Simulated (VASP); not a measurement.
Wanted: the native input for a VASP 6.6.1 run.

| Property | Result |
| --- | --- |
| Task | single point |
| Functional | PBE |
| Potentials or basis | VASP PAW PBE potentials, release 64 (Ga_d, Sb, Bi_d, S) |
| Cutoff | 500 eV |
| k mesh | 2 × 2 × 2 |
| Occupations | gaussian, width 0.15 eV |
| Spin | no spin polarisation |
| Dipole correction | no |
| Further INCAR settings | ALGO = Normal; EDIFF = 1e-06; NBANDS = 41 |

The structure of GaBi2Sb3S lies in POSCAR:

```
GaBi2Sb3S
1.0
    5.8826902776      0.0000000000      0.0000000000
    0.0000000000      5.8826902776      0.0000000000
    0.0000000000      0.0000000000      6.2567274531
Ga Sb Bi S
1 3 2 1
Direct
    0.5000000000      0.5000000000      0.0000000000
    0.0000000000      0.5000000000      0.5000000000
    0.5000000000      0.0000000000      0.5000000000
    0.0000000000      0.0000000000      0.5000000000
    0.0000000000      0.5000000000      0.0000000000
    0.5000000000      0.0000000000      0.0000000000
    0.0000000000      0.0000000000      0.0000000000
```

One way to write it, as run:

INCAR

```
ALGO = Normal
EDIFF = 1E-6
ENCUT = 500
GGA = PE
GGA_COMPAT = False
ISIF = 2
ISMEAR = 0
LASPH = True
LCHARG = False
LREAL = False
LWAVE = False
NBANDS = 41
NELM = 120
PREC = Accurate
SIGMA = 0.15
```

KPOINTS

```
k-points
0
Gamma
  2 2 2
```

Potentials or basis: VASP PAW PBE potentials, release 64 (Ga_d, Sb, Bi_d, S).

Run with:

```bash
$ cat potpaw_PBE.64/Ga_d/POTCAR potpaw_PBE.64/Sb/POTCAR potpaw_PBE.64/Bi_d/POTCAR potpaw_PBE.64/S/POTCAR > POTCAR
$ mpirun -np 1 vasp_std > vasp.out
```

It gave:

```json
{
  "Pressure": "0.0 GPa",
  "Band gap on the k mesh": "zero (band 32 reaches 6.07 eV, above the bottom of band 33 at 5.42 eV)"
}
```

Caveat: the k points lie up to 0.53 Å⁻¹ apart; spin-orbit coupling is left out, which moves the levels of the heavy elements.

Run time: 29 s on 1 thread of AMD EPYC 9R45 (Zen 5), on a shared host, peak memory 0.32 GiB.
